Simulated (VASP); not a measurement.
**In: single point with r2SCAN**

In:

```
CELL_PARAMETERS angstrom
-1.88253 1.88253 1.88253
1.88253 -1.88253 1.88253
1.88253 1.88253 -1.88253
ATOMIC_POSITIONS crystal
In 0.00000 0.00000 0.00000
```

```
Program                : VASP 6.6.1
Task                   : single point
Functional             : r2SCAN
Potentials or basis    : VASP PAW PBE potentials, release 64 (In_d)
Cutoff                 : 520 eV
k mesh                 : 16 × 16 × 16
Occupations            : gaussian, width 0.1 eV
Spin                   : no spin polarisation
Dipole correction      : no
Further INCAR settings : ALGO = Normal; EDIFF = 1e-06; NBANDS = 12
```

```json
{
  "Pressure": "0.0 GPa"
}
```

Levels at points of the mesh, in eV from the Fermi level:
```tsv
k point	band 4	band 5	band 6	band 7	band 8	band 9
(0.00, 0.00, 0.00)	-14.99	-14.99	-9.90	11.51	11.51	11.51
(0.50, 0.00, 0.00)	-14.99	-14.82	-4.06	-3.32	6.09	7.73
(0.50, 0.50, 0.50)	-14.86	-14.86	1.17	1.25	1.25	1.25
```

Run time: 2.3 min on 1 thread of AMD EPYC 7R43 64-Core Processor (Zen 3) (shared host), peak memory 0.14 GiB.

Caveat: the PAW data sets were made with another functional, which shifts forces and pressure a little; spin-orbit coupling is left out, which moves the levels of the heavy elements.
